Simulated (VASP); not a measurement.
Wanted: the native input for a VASP 6.6.1 run.

```yaml
Task: single point
Functional: PBEsol
Potentials_or_basis: VASP PAW PBE potentials, release 64 (C_h, H_h, O_h)
Cutoff: 1000 eV
k_mesh: 1 × 1 × 1
Occupations: fermi-dirac, width 0.05 eV
Spin: no spin polarisation
Dipole_correction: no
Further_INCAR_settings: LREAL = Auto; ALGO = Normal; EDIFF = 1e-06; NBANDS = 76
```

The structure of H12C5O3 lies in POSCAR:

```
H12C5O3
1.0
    6.3891020000     -0.3243000000     -0.1069130000
   -0.3243000000      6.5533890000     -0.0978620000
   -0.1069130000     -0.0978620000      6.1274060000
C H O
10 24 6
Direct
    0.8176922136      1.0547835792      0.8974833981
    0.9034858431      0.9221500301      0.7184341674
    0.3573857100      1.0199320009      0.7511697061
    0.4394377292      0.8347944081      0.6480844025
    0.9388204212      0.3539974989      0.4192010471
    0.3181564368      0.3993275371      0.0620318044
    0.5186663179      0.3114437793      0.4200685711
    0.1291581563      0.9031285882      0.3041728679
    0.6182810021      0.7347978314      0.1942275511
    0.9729761017      0.5533699140      0.8809564244
    0.7326623085      1.1608143068      0.7885116043
    0.7089888150      0.9785598116      1.0050686933
    0.9535715168      1.1534460808      0.9905541973
    1.0561822655      0.8693150654      0.7841642166
    0.7902420633      0.8135969845      0.6237561829
    0.9760134963      1.0260685262      0.5845477922
    0.2735362011      1.1065881636      0.6396242565
    0.2621700162      0.9954179289      0.8924727645
    0.4892637602      1.1316000498      0.8210243128
    0.5665518910      0.7579637781      0.7459351663
    0.2995222648      0.7258333234      0.6471668965
    0.4960082557      0.8706413972      0.4863611843
    0.9150422221      0.1771894296      0.3969167411
    1.0762126956      0.4350731041      0.5138615349
    0.4932553794      0.3741837759      0.0665132660
    0.2850652396      0.4658325516     -0.0987588410
    0.4568919360      0.4681386337      0.3742465687
    0.5629670574      0.3283090429      0.5984616454
    0.1612331139      1.0385692570      0.3940287914
    0.1397648187      0.8885524196      0.1226617255
    0.7243583632      0.6918084071      0.0846108582
    0.6693309748      0.8505159243      0.3208361535
    1.1096584556      0.5606421638      0.7801184511
    1.0016598804      0.6280603586      1.0431581824
    0.8000687974      0.4603061656      0.3801582982
    0.1971330251      0.3242125881      0.1988613412
    0.5363262318      0.1533270778      0.3135168685
    0.1047735173      0.7565535359      0.4139662841
    0.4305399013      0.6836539125      0.1688698369
    0.8006737444      0.4595006638      0.8443328361
```

One way to write it, as run:

INCAR

```
  ALGO = Normal
  EDIFF = 1E-6
  ENCUT = 1000
  GGA = PS
  GGA_COMPAT = F
  ISIF = 2
  ISMEAR = -1
  LASPH = T
  LCHARG = F
  LREAL = Auto
  LWAVE = F
  NBANDS = 76
  NELM = 120
  PREC = Accurate
  SIGMA = 0.05
```

KPOINTS

```
k-points
0
Gamma
  1 1 1
```

Potentials or basis: VASP PAW PBE potentials, release 64 (C_h, H_h, O_h).

Run with:

```sh
$ cat potpaw_PBE.64/C_h/POTCAR potpaw_PBE.64/H_h/POTCAR potpaw_PBE.64/O_h/POTCAR > POTCAR
$ mpirun -np 1 vasp_gam > vasp.out
```

It gave:

```
Pressure               : 11.4 GPa
Largest force          : 3.179 eV/Å
Band gap on the k mesh : 2.09 eV
```

Caveat: the k points lie up to 1.03 Å⁻¹ apart, too coarse for converged energies, forces and pressures; the atoms stand as in a frame of molecular dynamics; the PAW data sets were made with another functional, which shifts forces and pressure a little.

Wall time 2.3 min on 1 thread of Intel(R) Xeon(R) Platinum 8259CL CPU @ 2.50GHz (Skylake/Cascade Lake) (shared host), peak memory 0.64 GiB.
